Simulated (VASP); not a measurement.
A run of VASP 6.6.1 is set up as follows.

The input INCAR:

```
ALGO     = Normal         # electronic algorithm
EDIFF    = 1E-6           # SCF threshold, eV
ENCUT    = 520            # plane-wave cutoff, eV
GGA      = PS             # functional
ISIF     = 2              # what is computed and relaxed
ISMEAR   = 0              # smearing method
LASPH    = T              # aspherical terms in the spheres
LCHARG   = F              # write CHGCAR
LREAL    = F              # projectors in reciprocal space
LWAVE    = F              # write WAVECAR
NBANDS   = 16             # bands
NELM     = 80             # most SCF steps
PREC     = Accurate       # precision mode
SIGMA    = 0.02           # smearing width, eV
```

KPOINTS

```
k-points
0
Gamma
  6 6 8
```

Contents of POSCAR:

```
HBr
1.0
    5.6909789095      0.0000000000      0.0000000000
    0.0000000000      5.6909789095      0.0000000000
    0.0000000000      0.0000000000      3.3432144277
H Br
2 2
Direct
    0.0000000000      0.0000000000      0.0000000000
    0.5000000000      0.5000000000      0.5000000000
    0.0000000000      0.0000000000      0.5000000000
    0.5000000000      0.5000000000      0.0000000000
```

Potentials or basis: VASP PAW PBE potentials, release 64 (H, Br).

Run with:

```sh
$ cat potpaw_PBE.64/H/POTCAR potpaw_PBE.64/Br/POTCAR > POTCAR
$ mpirun -np 1 vasp_std > vasp.out
```

(1) What does it give for the pressure?

(2) Estimate the band gap on the k mesh.

## Answers

(1) -0.1 GPa.

(2) 1.51 eV.

Caveat: the cell differs from its parent crystal (biaxial strain in the a-b plane: +4.5 %, then relaxed in part); the PAW data sets were made with another functional, which shifts forces and pressure a little.
